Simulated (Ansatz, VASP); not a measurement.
Pd in VASP and in Ansatz

File INCAR:

```
SYSTEM = Pd
PREC     = Accurate       ! precision mode
ENCUT    = 520            ! plane-wave cutoff, eV
EDIFF    = 1E-6           ! SCF threshold, eV
ISMEAR   = -1             ! smearing method
SIGMA    = 0.05           ! smearing width, eV
LREAL    = .FALSE.        ! projectors in reciprocal space
LASPH    = .TRUE.         ! aspherical terms in the spheres
NELM     = 80             ! most SCF steps
ALGO     = Normal         ! electronic algorithm
ISIF     = 2              ! what is computed and relaxed
LWAVE    = .FALSE.        ! write WAVECAR
LCHARG   = .FALSE.        ! write CHGCAR
GGA      = PE             ! functional
NBANDS   = 11             ! bands
```

The input KPOINTS:

```
Automatic mesh
0
G
  18 18 18
  0 0 0
```

File POSCAR:

```
Pd
1.0
    0.0000000000      1.9449000000      1.9449000000
    1.9449000000      0.0000000000      1.9449000000
    1.9449000000      1.9449000000      0.0000000000
Pd
1
Direct
    0.0000000000      0.0000000000      0.0000000000
```

Input for Ansatz:

```yaml
crystal:
  lattice:
    - [0.0, 1.9449, 1.9449]
    - [1.9449, 0.0, 1.9449]
    - [1.9449, 1.9449, 0.0]
  atoms:
    - { symbol: Pd, position: [0.0, 0.0, 0.0] }
kpoints:
  mp_grid: { grid: [18, 18, 18] }
scf:
  occupations: { method: fermi_dirac, width: 0.05 }
hamiltonian:
  xc: pbe
  pseudopotentials: { kind: all_electron, lapw: { basis_error: 0.00025 } }
output:
  forces: true
  stress: true
  eigenvalues: true
basis:
  ecutwfc: 400
```

Alike in both runs: task single point; functional PBE; k mesh 18 × 18 × 18; occupations fermi-dirac, width 0.05 eV; no spin polarisation.

```csv
,VASP,Ansatz
version,VASP 6.6.1,Ansatz 0.2.0
potentials or method,"VASP PAW PBE potentials, release 64 (Pd), cutoff 520 eV","all-electron LAPW, scalar-relativistic"
```

|  | VASP | Ansatz | Ansatz less VASP |
| --- | --- | --- | --- |
| pressure (GPa) | 7.3 | 7.5 | +0.25 |

Ansatz ran all-electron here, and VASP with PAW potentials.
